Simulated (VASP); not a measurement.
# AgSn2SeI3 (P1) in VASP: relaxation of cell and atoms with PBE

Aim: the relaxation of cell and atoms of AgSn2SeI3 with PBE.

Program: VASP 6.6.1. These are calculated values, not measurements. Logs are shortened: lines on timing, memory, paths and dates and some standing lists are left out, and cuts for length are marked.

**1. The cell of the first run**

The typed cell holds 7 atoms: a = 4.593 Å, b = 7.321 Å, c = 9.380 Å, α = 101.72°, β = 104.00°, γ = 91.09°.

**2. Relaxation of cell and atoms, PBE**

INCAR

```
SYSTEM = AgSn2SeI3
PREC     = Accurate       ! precision mode
ENCUT    = 600            ! plane-wave cutoff, eV
EDIFF    = 1E-6           ! SCF threshold, eV
ISMEAR   = 0              ! smearing method
SIGMA    = 0.1            ! smearing width, eV
LREAL    = .False.        ! projectors in reciprocal space
LASPH    = .True.         ! aspherical terms in the spheres
NELM     = 80             ! most SCF steps
ALGO     = Normal         ! electronic algorithm
ISIF     = 3              ! what is computed and relaxed
LWAVE    = .False.        ! write WAVECAR
LCHARG   = .False.        ! write CHGCAR
GGA      = PE             ! functional
IBRION   = 2              ! ionic algorithm
NSW      = 80             ! ionic steps
EDIFFG   = -0.025         ! ionic threshold
```

KPOINTS

```
Automatic mesh
0
Gamma
  4 2 2
  0 0 0
```

POSCAR

```
AgSn2SeI3
1.0
    4.5934706252     -0.0061383967     -0.0074217782
   -0.1294428055      7.3192975123      0.0367271768
   -2.2576607134     -1.9895937842      8.8839390631
Ag Sn Se I
1 2 1 3
Direct
    0.5199922197      0.8050312973      0.0467569736
    0.3484872645      0.5887674565      0.7166675907
    0.1859256415      0.9934489853      0.4245482707
    0.3154273398      0.2318471355      0.6587881818
    0.6253209974      0.1506876210      0.2047560205
    0.7457866051      0.6823587241      0.5245208017
    0.9965189019      0.5551584403     -0.0014597591
```

Potentials or basis: VASP PAW PBE potentials, release 64 (Ag, Sn_d, Se, I).

On the command line:

```bash
$ cat potpaw_PBE.64/Ag/POTCAR potpaw_PBE.64/Sn_d/POTCAR potpaw_PBE.64/Se/POTCAR potpaw_PBE.64/I/POTCAR > POTCAR
$ mpirun -np 1 vasp_std > vasp.out
```

OUTCAR:

```text
SYSTEM = AgSn2SeI3
   PREC = Accurate
   ENCUT = 600
   EDIFF = 1E-6
   ISMEAR = 0
   LREAL = .False.
   LASPH = .True.
   NELM = 80
   ISIF = 3
   GGA = PE
   IBRION = 2
   NSW = 80
   EDIFFG = -0.025

 ion  position               nearest neighbor table
   1  0.520  0.805  0.047-   5 2.63   7 2.88   7 2.94   2 3.08
   2  0.348  0.589  0.717-   4 2.55   6 3.02   1 3.08   6 3.09   7 3.46   7 3.52
   3  0.186  0.993  0.425-   4 2.45   5 3.27   6 3.43   5 3.54   6 3.55
   4  0.315  0.232  0.659-   3 2.45   2 2.55
   5  0.625  0.151  0.205-   1 2.63   3 3.27   3 3.54
   6  0.746  0.682  0.525-   2 3.02   2 3.09   3 3.43   3 3.55
   7  0.997  0.555  0.999-   1 2.88   1 2.94   2 3.46   2 3.52

  LATTYP: Found a triclinic cell.
 ALAT       =    12.5263874370
 B/A-ratio  =     1.4454959508
 C/A-ratio  =     0.3667043468
 COS(alpha) =     0.0046669671
 COS(beta)  =     0.5589891387
 COS(gamma) =     0.7805644923

  Lattice vectors:

 A1 = (   6.9805741441,  -5.3358421248,  -8.9280880181)
 A2 = (   0.0512936071,  -3.3339715472, -17.7971835248)
 A3 = (   4.5934706252,  -0.0061383967,  -0.0074217782)

Analysis of symmetry for initial positions (statically):
=====================================================================
 Subroutine PRICEL returns:
 Original cell was already a primitive cell.

 Routine SETGRP: Setting up the symmetry group for a
 triclinic supercell.

 Subroutine GETGRP returns: Found  1 space group operations
 (whereof  1 operations were pure point group operations)
 out of a pool of  2 trial point group operations.

The static configuration has the point symmetry C_1 .

Analysis of symmetry for dynamics (positions and initial velocities):
=====================================================================
 Subroutine PRICEL returns:
 Original cell was already a primitive cell.

 Routine SETGRP: Setting up the symmetry group for a
 triclinic supercell.

 Subroutine GETGRP returns: Found  1 space group operations
 (whereof  1 operations were pure point group operations)
 out of a pool of  2 trial point group operations.

The dynamic configuration has the point symmetry C_1 .

 Subroutine INISYM returns: Found  1 space group operations
 (whereof  1 operations are pure point group operations),
 and found     1 'primitive' translations

[... 92 lines left out ...]
   LREAL  =      F    real-space projection
   EDIFFG = -.3E-01   stopping-criterion for IOM
   NSW    =     80    number of steps for IOM
   IBRION =      2    ionic relax: 0-MD 1-quasi-New 2-CG
   NFREE  =      1    steps in history (QN), initial steepest desc. (CG)
   ISIF   =      3    stress and relaxation
   ISYM   =      2    0-nonsym 1-usesym 2-fastsym
   POTIM  = 0.5000    time-step for ionic-motion
   TEBEG  =    0.0;   TEEND  =   0.0 temperature during run
   PSTRESS=    0.0 pullay stress
   NELECT =      66.0000    total number of electrons
   NUPDOWN=      -1.0000    fix difference up-down
   EMIN   =  10.00;   EMAX   =-10.00  energy-range for DOS
   EFERMI =   0.00;   METHOD = LEGACY
   ISMEAR =     0;   SIGMA  =   0.10  broadening in eV -4-tet -1-fermi 0-gaus
   EFERMI_NEDOS =   21; number of points for ismear=-14 and -15
   IALGO  =     38    algorithm
   IMIX   =      4    mixing-type and parameters
     AMIX     =   0.40;   BMIX     =  1.00
     AMIX_MAG =   1.60;   BMIX_MAG =  1.00
  volume/ion in A,a.u.               =      42.70       288.15
  Fermi-wavevector in a.u.,A,eV,Ry     =   0.989506  1.869895 13.321763  0.979122
  Thomas-Fermi vector in A             =   2.121110
   LORBIT       =      0    0 simple, 1 ext, 2 COOP (PROOUT), +10 PAW based schemes
   GGA     = PE    functional components
   LHFCALC =     F    Hartree Fock is set to
   AEXX    =    0.0000 exact exchange contribution
   IVDW    =     0    specifies the selected vdW correction
   LEPSILON=     F    determine dielectric tensor
   LRPA    =     F    only Hartree local field effects (RPA)
 conjugate gradient relaxation of ions
 non-spin polarized calculation
 Gauss-broadening in eV      SIGMA  =   0.10
  energy-cutoff  :      600.00
  volume of cell :      298.89
 maximum number of plane-waves:     10012
 NGX is ok and might be reduce to    40
   NGX = 19   NGY = 29   NGZ = 37

--------------------------------------- Ionic step        1  -------------------------------------------

 number of electron      65.9999995 magnetization

 Free energy of the ion-electron system (eV)
  ---------------------------------------------------
  ext. energy  EPLUGINS =         0.00000000
  ---------------------------------------------------
  free energy    TOTEN  =       -20.25930723 eV

  energy without entropy =      -20.25930723  energy(sigma->0) =      -20.25930723

------------------------ aborting loop because EDIFF is reached ----------------------------------------

  FORCE on cell =-STRESS in cart. coord.  units (eV):
  Direction    XX          YY          ZZ          XY          YZ          ZX
  --------------------------------------------------------------------------------------
  -------------------------------------------------------------------------------------
  Total        0.6558196      2.7497849      3.0482905      0.2047179      1.6519506     -0.2966580
  in kB        3.5154568     14.7399519     16.3400621      1.0973700      8.8551191     -1.5902059
  external PRESSURE =      11.5318236 kB  Pullay stress =       0.0000000 kB
[... 104 lines left out ...]
  FREE ENERGIE OF THE ION-ELECTRON SYSTEM (eV)
  ---------------------------------------------------
  free  energy   TOTEN  =       -20.4006004064 eV

  energy  without entropy=      -20.4006004064  energy(sigma->0) =      -20.40060041

[... ionic steps 4 to 17 ...]

--------------------------------------- Ionic step       18  -------------------------------------------

 number of electron      65.9999998 magnetization

------------------------ aborting loop because EDIFF is reached ----------------------------------------
[... 77 lines left out ...]
--------------------------------------- Ionic step       20  -------------------------------------------

 number of electron      65.9999999 magnetization

 Free energy of the ion-electron system (eV)
  ---------------------------------------------------
  ext. energy  EPLUGINS =         0.00000000
  ---------------------------------------------------
  free energy    TOTEN  =       -20.57160958 eV

  energy without entropy =      -20.57160958  energy(sigma->0) =      -20.57160958

 E-fermi :   2.3458     XC(G=0):  -7.5777

 val. band max:        1.8544638258   @ k =   0.0000   0.0000   0.0000
 cond. band min:       3.0685108559   @ k =   0.0000   0.0000   0.0000
 fundamental gap:      1.2140470301
 Fermi energy:         2.3457522546

 k-point     1 :       0.0000    0.0000    0.0000
  band No.  band energies     occupation
      1     -19.3104      2.00000
      2     -19.3067      2.00000
      3     -19.2646      2.00000
      4     -19.2635      2.00000
      5     -19.2092      2.00000
      6     -19.1862      2.00000
[... 527 lines left out ...]
  FREE ENERGIE OF THE ION-ELECTRON SYSTEM (eV)
  ---------------------------------------------------
  free  energy   TOTEN  =       -20.5716095776 eV

  energy  without entropy=      -20.5716095776  energy(sigma->0) =      -20.57160958

 reached required accuracy - stopping structural energy minimisation
```

OSZICAR:

```text
N       E                     dE             d eps       ncg     rms          rms(c)
DAV:   1     0.619576677353E+03    0.61958E+03   -0.30594E+04   959   0.184E+03
DAV:   2     0.647065888416E+02   -0.55487E+03   -0.54083E+03  1008   0.433E+02
[... 190 lines left out ...]
DAV:   1    -0.205715931665E+02   -0.43547E-03   -0.49812E-01   992   0.326E+00    0.293E-01
DAV:   2    -0.205722064331E+02   -0.61327E-03   -0.18991E-02  1284   0.110E+00    0.144E-01
DAV:   3    -0.205717385446E+02    0.46789E-03   -0.64404E-04  1312   0.203E-01    0.780E-02
DAV:   4    -0.205715989033E+02    0.13964E-03   -0.23168E-04  1128   0.141E-01    0.162E-02
DAV:   5    -0.205716089781E+02   -0.10075E-04   -0.10702E-04  1041   0.743E-02    0.105E-02
DAV:   6    -0.205716095776E+02   -0.59955E-06   -0.35923E-06   876   0.137E-02
  20 F= -.20571610E+02 E0= -.20571610E+02  d E =-.451575E-03
```

It took 32 min on 1 thread of Intel Xeon Platinum 8488C (Sapphire Rapids), shared host; peak memory 0.63 GiB.

What came out:

- Free energy: -20.5716 eV
- Relaxed volume: 42.76 Å³/atom
- Relaxed cell: a = 4.685 Å, b = 7.152 Å, c = 9.447 Å, α = 102.39°, β = 104.05°, γ = 90.59°
- Space group after relaxing (to 0.1 Å): P1 (No. 1)
- Energy gained by relaxing: 44.6 meV/atom
- Ionic steps: 20
- Pressure after relaxing: 0.0 GPa
- Largest force after relaxing: 0.019 eV/Å
- Band gap on the k mesh: 1.21 eV

Forces on the atoms (eV/Å):
```
Ag   0.000  0.001  0.010
Sn   0.003 -0.012 -0.010
Sn   0.010  0.012  0.003
Se   0.005  0.005 -0.009
I   -0.019  0.002 -0.005
I    0.006  0.003  0.005
I   -0.007 -0.011  0.005
```

The path:
```tsv
step	energy change (eV)	largest force (eV/Å)	pressure (GPa)	volume (Å³)
1	0.0000	1.4348	1.15	298.89
2	-0.1331	0.5843	-0.67	312.32
3	-0.1413	0.5338	-0.35	309.46
4	-0.1986	0.4091	-0.24	307.72
5	-0.2593	0.2427	0.18	303.09
6	-0.2766	0.2487	-0.05	305.38
7	-0.2817	0.2972	-0.24	307.59
8	-0.2954	0.1808	-0.04	304.89
9	-0.2978	0.1938	0.10	303.22
10	-0.3052	0.0829	-0.08	303.00
11	-0.3053	0.0744	-0.07	303.02
12	-0.3078	0.0622	0.00	301.66
13	-0.3082	0.0812	0.03	300.88
14	-0.3099	0.0431	-0.01	300.88
15	-0.3104	0.0512	-0.06	300.87
16	-0.3112	0.0495	0.05	299.21
17	-0.3112	0.0498	0.04	299.28
18	-0.3118	0.0511	-0.01	299.33
19	-0.3119	0.0426	0.00	299.32
20	-0.3123	0.0195	0.02	299.29
```

Final structure:
```
Ag Sn Se I
1.0
     4.68516    0.01669    0.00258
    -0.09964    7.15176   -0.02256
    -2.29169   -2.03106    8.93669
Ag Sn Se I
1 2 1 3
Direct
  0.51987 0.78541 0.04725
  0.34671 0.59345 0.71788
  0.19337 0.99511 0.40112
  0.31712 0.22288 0.66784
  0.61636 0.15405 0.22480
  0.74708 0.69165 0.50817
  0.99695 0.56474 0.00752
```

Caveat: the k points lie up to 0.45 Å⁻¹ apart in the final cell; spin-orbit coupling is left out, which moves the levels of the heavy elements. A k mesh can miss the band edges.
